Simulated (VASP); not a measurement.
# Si (P6_3/mmc) in VASP: a series of runs, part 2 of 2

VASP 6.6.1. The steps go on from the part before.

## 5. Single point, LDA

This run uses another cell than the first one, of 19.68 Å³/atom.

Contents of INCAR:

```
SYSTEM = Si
  PREC = Accurate
  ENCUT = 520
  EDIFF = 1E-6
  ISMEAR = 0
  SIGMA = 0.02
  LREAL = .FALSE.
  LASPH = .TRUE.
  NELM = 60
  ALGO = Normal
  ISIF = 2
  LWAVE = .FALSE.
  LCHARG = .FALSE.
  GGA = CA
  NBANDS = 16
```

Contents of KPOINTS:

```
regular mesh
0
G
  12 12 6
  0 0 0
```

Contents of POSCAR:

```
Si
1.0
    3.8019754660      0.0000000000      0.0000000000
   -1.9009877330      3.2926073381      0.0000000000
    0.0000000000      0.0000000000      6.2891202504
Si
4
Direct
    0.3333333333      0.6666666667      0.0630332931
    0.6666666667      0.3333333333      0.5630332931
    0.3333333333      0.6666666667      0.4369667069
    0.6666666667      0.3333333333      0.9369667069
```

The run is started by

```bash
$ cat potpaw_LDA.64/Si/POTCAR > POTCAR
$ mpirun -np 1 vasp_std > vasp.out
```

Wall time 1.8 min (1 thread of Intel Xeon 8259CL, shared host); peak memory 0.19 GiB.

Results (log left out):

```
Free energy            : -23.8004 eV
Pressure               : 0.1 GPa
Band gap on the k mesh : 0.27 eV (least direct gap 1.00 eV)
```

Levels at points of the mesh, in eV from the valence-band top:
| k point | band 4 | band 5 | band 6 | band 7 | band 8 | band 9 | band 10 | band 11 | band 12 | band 13 |
| --- | --- | --- | --- | --- | --- | --- | --- | --- | --- | --- |
| (0.00, 0.00, 0.00) | -1.54 | -1.54 | -0.37 | 0.00 | 0.00 | 1.00 | 1.95 | 1.95 | 2.30 | 3.61 |
| (0.50, 0.00, 0.00) | -6.05 | -4.79 | -3.12 | -3.10 | -1.47 | 0.27 | 2.29 | 2.87 | 3.05 | 4.42 |
| (0.00, 0.00, 0.50) | -4.31 | -0.94 | -0.94 | -0.94 | -0.94 | 1.78 | 1.78 | 2.94 | 2.94 | 2.94 |
| (0.50, 0.00, 0.50) | -7.37 | -2.51 | -2.51 | -2.47 | -2.47 | 0.80 | 0.80 | 1.55 | 1.55 | 5.61 |

Caveat: semilocal functionals underestimate gaps, and a narrow one can read as zero.

## 6. Single point, LDA (uniaxial strain along c: +1.5 %, then relaxed in part)

Contents of INCAR:

```
PREC = Accurate
ENCUT = 520
EDIFF = 1E-7
ISMEAR = 0
SIGMA = 0.02
LREAL = False
LASPH = True
NELM = 80
ALGO = Normal
ISIF = 2
LWAVE = False
LCHARG = False
GGA = CA
NBANDS = 16
```

Contents of KPOINTS:

```
regular mesh
0
Gamma
  12 12 6
```

Contents of POSCAR:

```
Si
1.0
    3.7930097849      0.0000000000      0.0000000000
   -1.8965048924      3.2848428305      0.0000000000
    0.0000000000      0.0000000000      6.3834570542
Si
4
Direct
    0.3333333317      0.6666666683      0.0640782780
    0.6666666683      0.3333333317      0.5640782780
    0.3333333317      0.6666666683      0.4359217220
    0.6666666683      0.3333333317      0.9359217220
```

Potentials or basis: VASP PAW LDA potentials, release 64 (Si).

The run is started by

```bash
$ cat potpaw_LDA.64/Si/POTCAR > POTCAR
$ mpirun -np 1 vasp_std > vasp.out
```

OUTCAR:

```text
PREC = Accurate
   ENCUT = 520
   EDIFF = 1E-7
   ISMEAR = 0
   LREAL = False
   LASPH = True
   NELM = 80
   ISIF = 2
   GGA = CA

 ion  position               nearest neighbor table
   1  0.333  0.667  0.064-   4 2.34   4 2.34   4 2.34   3 2.37
   2  0.667  0.333  0.564-   3 2.34   3 2.34   3 2.34   4 2.37
   3  0.333  0.667  0.436-   2 2.34   2 2.34   2 2.34   1 2.37
   4  0.667  0.333  0.936-   1 2.34   1 2.34   1 2.34   2 2.37

  LATTYP: Found a hexagonal cell.
 ALAT       =     3.7930097849
 C/A-ratio  =     1.6829529625

  Lattice vectors:

 A1 = (   3.7930097849,   0.0000000000,   0.0000000000)
 A2 = (  -1.8965048924,   3.2848428305,   0.0000000000)
 A3 = (   0.0000000000,   0.0000000000,   6.3834570542)

Analysis of symmetry for initial positions (statically):
=====================================================================
 Subroutine PRICEL returns:
 Original cell was already a primitive cell.

 Routine SETGRP: Setting up the symmetry group for a
 hexagonal supercell.

 Subroutine GETGRP returns: Found 24 space group operations
 (whereof 12 operations were pure point group operations)
 out of a pool of 24 trial point group operations.

The static configuration has the point symmetry D_3d.
 The point group associated with its full space group is D_6h.

Analysis of symmetry for dynamics (positions and initial velocities):
=====================================================================
 Subroutine PRICEL returns:
 Original cell was already a primitive cell.

 Routine SETGRP: Setting up the symmetry group for a
 hexagonal supercell.

 Subroutine GETGRP returns: Found 24 space group operations
 (whereof 12 operations were pure point group operations)
 out of a pool of 24 trial point group operations.

The dynamic configuration has the point symmetry D_3d.
 The point group associated with its full space group is D_6h.

 Subroutine INISYM returns: Found 24 space group operations
 (whereof 12 operations are pure point group operations),
 and found     1 'primitive' translations

----------------------------------------------------------------------------------------

                                     Primitive cell

  volume of cell :      79.5343

  direct lattice vectors                    reciprocal lattice vectors
     3.793009785  0.000000000  0.000000000     0.263642874  0.152214284  0.000000000
    -1.896504892  3.284842831  0.000000000     0.000000000  0.304428568  0.000000000
     0.000000000  0.000000000  6.383457054     0.000000000  0.000000000  0.156654927

  length of vectors
     3.793009785  3.793009785  6.383457054     0.304428568  0.304428568  0.156654927

  position of ions in fractional coordinates (direct lattice)
     0.333333332  0.666666668  0.064078278
     0.666666668  0.333333332  0.564078278
     0.333333332  0.666666668  0.435921722
     0.666666668  0.333333332  0.935921722

  ion indices of the primitive-cell ions
   primitive index   ion index
                 1           1
                 2           2
                 3           3
                 4           4

----------------------------------------------------------------------------------------

 KPOINTS: regular mesh

Automatic generation of k-mesh.
[... 24 lines left out ...]
  0.083333 -0.000000  0.000000      6.000000
  0.166667 -0.000000  0.000000      6.000000
  0.250000  0.000000  0.000000      6.000000
  0.333333 -0.000000  0.000000      6.000000
  0.416667 -0.000000  0.000000      6.000000
[... 16 lines left out ...]
  0.250000  0.000000  0.166667     12.000000
  0.333333 -0.000000  0.166667     12.000000
 [... further k-points ...]
   k-points           NKPTS =     76   k-points in BZ     NKDIM =     76   number of bands    NBANDS=     16
   number of dos      NEDOS =    301   number of ions     NIONS =      4
   total plane-waves  NPLWV =  37632
   dimension x,y,z NGX =    28 NGY =   28 NGZ =   48
   dimension x,y,z NGXF=    56 NGYF=   56 NGZF=   96
   ions per type =               4
   NGX,Y,Z   is equivalent  to a cutoff of  12.27, 12.27, 12.50 a.u.
   NGXF,Y,Z  is equivalent  to a cutoff of  24.54, 24.54, 25.00 a.u.
 SYSTEM =  unknown system
   PREC   = accura    normal or accurate (medium, high low for compatibility)
   ISTART =      0    job   : 0-new  1-cont  2-samecut
   ICHARG =      2    charge: 1-file 2-atom 10-const
   ISPIN  =      1    spin polarized calculation?
   LNONCOLLINEAR =      F non collinear calculations
   LSORBIT =      F    spin-orbit coupling
   LASPH  =      T    aspherical Exc in radial PAW
   ENCUT  =  520.0 eV  38.22 Ry    6.18 a.u.   7.05  7.05 11.87*2*pi/ulx,y,z
   NELM   =     80;   NELMIN=  2; NELMDL= -5     # of ELM steps
   EDIFF  = 0.1E-06   stopping-criterion for ELM
   LREAL  =      F    real-space projection
   EDIFFG = 0.1E-05   stopping-criterion for IOM
   NSW    =      0    number of steps for IOM
   IBRION =     -1    ionic relax: 0-MD 1-quasi-New 2-CG
   NFREE  =      0    steps in history (QN), initial steepest desc. (CG)
   ISIF   =      2    stress and relaxation
   ISYM   =      2    0-nonsym 1-usesym 2-fastsym
   POTIM  = 0.5000    time-step for ionic-motion
   TEBEG  =    0.0;   TEEND  =   0.0 temperature during run
   PSTRESS=    0.0 pullay stress
   NELECT =      16.0000    total number of electrons
   NUPDOWN=      -1.0000    fix difference up-down
   EMIN   =  10.00;   EMAX   =-10.00  energy-range for DOS
   EFERMI =   0.00;   METHOD = LEGACY
   ISMEAR =     0;   SIGMA  =   0.02  broadening in eV -4-tet -1-fermi 0-gaus
   EFERMI_NEDOS =   21; number of points for ismear=-14 and -15
   IALGO  =     38    algorithm
   IMIX   =      4    mixing-type and parameters
     AMIX     =   0.40;   BMIX     =  1.00
     AMIX_MAG =   1.60;   BMIX_MAG =  1.00
  volume/ion in A,a.u.               =      19.88       134.18
  Fermi-wavevector in a.u.,A,eV,Ry     =   0.959246  1.812712 12.519440  0.920153
  Thomas-Fermi vector in A             =   2.088425
   LORBIT       =      0    0 simple, 1 ext, 2 COOP (PROOUT), +10 PAW based schemes
   GGA     = CA    functional components
   LHFCALC =     F    Hartree Fock is set to
   AEXX    =    0.0000 exact exchange contribution
   IVDW    =     0    specifies the selected vdW correction
   LEPSILON=     F    determine dielectric tensor
   LRPA    =     F    only Hartree local field effects (RPA)
 non-spin polarized calculation
 Gauss-broadening in eV      SIGMA  =   0.02
  energy-cutoff  :      520.00
  volume of cell :       79.53
 maximum number of plane-waves:      2176
   NGX = 15   NGY = 15   NGZ = 23

 number of electron      16.0000000 magnetization

 Free energy of the ion-electron system (eV)
  ---------------------------------------------------
  ext. energy  EPLUGINS =         0.00000000
  ---------------------------------------------------
  free energy    TOTEN  =       -23.78964219 eV

  energy without entropy =      -23.78964219  energy(sigma->0) =      -23.78964219

 E-fermi :   6.2416     XC(G=0):  -9.6293

 val. band max:        6.1384296774   @ k =   0.0000   0.0000   0.0000
 cond. band min:       6.4798455530   @ k =   0.5000   0.0000   0.0000
 fundamental gap:      0.3414158756
 Fermi energy:         6.2416191250

 k-point     1 :       0.0000    0.0000    0.0000
  band No.  band energies     occupation
      1      -6.1773      2.00000
      2      -3.9528      2.00000
      3      -1.2293      2.00000
      4       4.6784      2.00000
      5       4.6784      2.00000
      6       5.6335      2.00000
[... 433 lines left out ...]
      3      -0.9283      2.00000
      4       1.3267      2.00000
      5       1.4197      2.00000
      6       3.4412      2.00000
[... 8 lines left out ...]
     15      13.3228      0.00000
     16      13.3676      0.00000

 [... further k-points ...]

------------------------ aborting loop because EDIFF is reached ----------------------------------------

  FORCE on cell =-STRESS in cart. coord.  units (eV):
  Direction    XX          YY          ZZ          XY          YZ          ZX
  --------------------------------------------------------------------------------------
  -------------------------------------------------------------------------------------
  Total        0.0283659      0.0283659     -1.4597937      0.0000000      0.0000000      0.0000000
  in kB        0.5714170      0.5714170    -29.4067873      0.0000000      0.0000000      0.0000000
  external PRESSURE =      -9.4213178 kB  Pullay stress =       0.0000000 kB

 VOLUME and BASIS-vectors are now :
 -----------------------------------------------------------------------------
  energy-cutoff  :      520.00
  volume of cell :       79.53
      direct lattice vectors                 reciprocal lattice vectors
     3.793009785  0.000000000  0.000000000     0.263642874  0.152214284  0.000000000
    -1.896504892  3.284842831  0.000000000     0.000000000  0.304428568  0.000000000
     0.000000000  0.000000000  6.383457054     0.000000000  0.000000000  0.156654927

 POSITION                                       TOTAL-FORCE (eV/Angst)
 -----------------------------------------------------------------------------------
     -0.00000      2.18990      0.40904         0.000000     -0.000000      0.000801
      1.89650      1.09495      3.60077        -0.000000      0.000000      0.000801
     -0.00000      2.18990      2.78269         0.000000     -0.000000     -0.000801
      1.89650      1.09495      5.97442        -0.000000      0.000000     -0.000801
 -----------------------------------------------------------------------------------
    total drift:                               -0.000000      0.000000     -0.000000

  FREE ENERGIE OF THE ION-ELECTRON SYSTEM (eV)
  ---------------------------------------------------
  free  energy   TOTEN  =       -23.7896421908 eV

  energy  without entropy=      -23.7896421908  energy(sigma->0) =      -23.78964219
```

Wall time 1.9 min (1 thread of Intel Xeon 8259CL, shared host); peak memory 0.19 GiB.

Results:

* Free energy: -23.7896 eV
* Pressure: -0.9 GPa
* Band gap on the k mesh: 0.34 eV (least direct gap 1.14 eV)

Caveat: the cell differs from its parent crystal (uniaxial strain along c: +1.5 %, then relaxed in part); semilocal functionals underestimate gaps, and a narrow one can read as zero. A k mesh can miss the band edges.

## 7. Summary

```tsv
cell	gap on the mesh (eV)	pressure (GPa)	largest force (eV/Å)
a = 3.812, b = 3.812, c = 6.195 Å, angles 90.0, 90.0, 120.0°, 4 atoms, atomic positions A	0.19	1.1	-
a = 3.830, b = 3.830, c = 6.100 Å, angles 90.0, 90.0, 120.0°, 4 atoms, atomic positions A	0.08	1.8	0.27
a = 3.816, b = 3.816, c = 6.195 Å, angles 90.0, 90.0, 120.0°, 4 atoms, atomic positions B	0.17	0.9	0.22
a = 3.802, b = 3.802, c = 6.289 Å, angles 90.0, 90.0, 120.0°, 4 atoms, atomic positions B	0.27	0.1	-
a = 3.793, b = 3.793, c = 6.383 Å, angles 90.0, 90.0, 120.0°, 4 atoms, atomic positions C	0.34	-0.9	-
```

Alike in all rows: task single point; level LDA; potentials or basis VASP PAW LDA potentials, release 64 (Si); no spin polarisation; k mesh 12 × 12 × 6; cutoff (eV) 520; smearing gaussian 0.02 eV.

Caveats: semilocal functionals underestimate gaps, and a narrow one can read as zero; the stress differs along the axes, from -1 to 7 GPa (at least some runs).

Absolute energies hang on the potentials; compare differences alone.
